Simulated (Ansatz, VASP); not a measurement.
# One calculation of ScAl3N3, two programs

```
Sc Al N
1.0
    -2.17070    2.17070    3.96406
     2.17070   -2.17070    3.96406
     2.17070    2.17070   -3.96406
Sc Al N
1 3 3
Direct
  0.69799 0.69799 0.00000
  0.96059 0.46059 0.50000
  0.46059 0.96059 0.50000
  0.21913 0.21913 0.00000
  0.97590 0.97590 0.00000
  0.71273 0.21273 0.50000
  0.21273 0.71273 0.50000
```

Alike in both runs: functional PBE; k mesh 4 × 4 × 4; occupations gaussian, width 0.2 eV; no spin polarisation.

Ansatz relaxed the structure, and its values are those at the end. VASP's run is a single point on that final structure, the one shown.

```csv
,VASP,Ansatz
version,VASP 6.6.1,Ansatz 0.2.0
potentials or method,"VASP PAW PBE potentials, release 64 (Sc_sv, Al, N), cutoff 600 eV","scalar-relativistic, plane waves, PAW"
valence electrons in the cell,35,35
```

|  | VASP | Ansatz | Ansatz less VASP |
| --- | --- | --- | --- |
| gap on the k mesh at the Fermi level (eV) | none | none | - |
| pressure (GPa) | 0.4 | 0.2 | -0.14 |
| rms of the force components (eV/Å) | 0.014 | 0.005 | -0.0091 |

A gap of «none» marks a metal or a gap that the smearing closes.

The k mesh is coarse, so the values compare programs but aren't converged.
